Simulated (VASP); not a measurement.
**HfN: vibrations by perturbation theory with PBEsol**

Crystal: HfN.

```xyz
4
Lattice="3.1339 0.0000 0.0000 -1.5670 2.7140 0.0000 0.0000 0.0000 5.4168" Properties=species:S:1:pos:R:3 pbc="T T T"
Hf    0.0000    1.8094    1.3542
Hf    1.5670    0.9047    4.0626
N     0.0000    0.0000    2.7084
N     0.0000    0.0000    0.0000
```

```
Program                : VASP 6.6.1
Task                   : vibrations by perturbation theory
Functional             : PBEsol
Potentials or basis    : VASP PAW PBE potentials, release 64 (Hf_pv, N)
Cutoff                 : 520 eV
k mesh                 : 10 × 10 × 5
Occupations            : fermi-dirac, width 0.05 eV
Spin                   : no spin polarisation
Dipole correction      : no
Further INCAR settings : ALGO = Normal; EDIFF = 1e-08; IBRION = 8; NSW = 1
```

The highest phonon frequency at Γ, LO-TO splitting left out is 648 cm⁻¹.

Phonon frequencies in cm⁻¹ (negative: imaginary):
| q point | frequencies |
| --- | --- |
| (0.000, 0.000, 0.000) | 0 0 0 121 121 163 445 445 459 496 496 648 |

Run time: 6.6 min on 1 thread of Intel(R) Xeon(R) Platinum 8488C (Sapphire Rapids), on a shared host, peak memory 0.39 GiB.

Caveat: the cell wasn't relaxed at this level first, which shifts response properties.
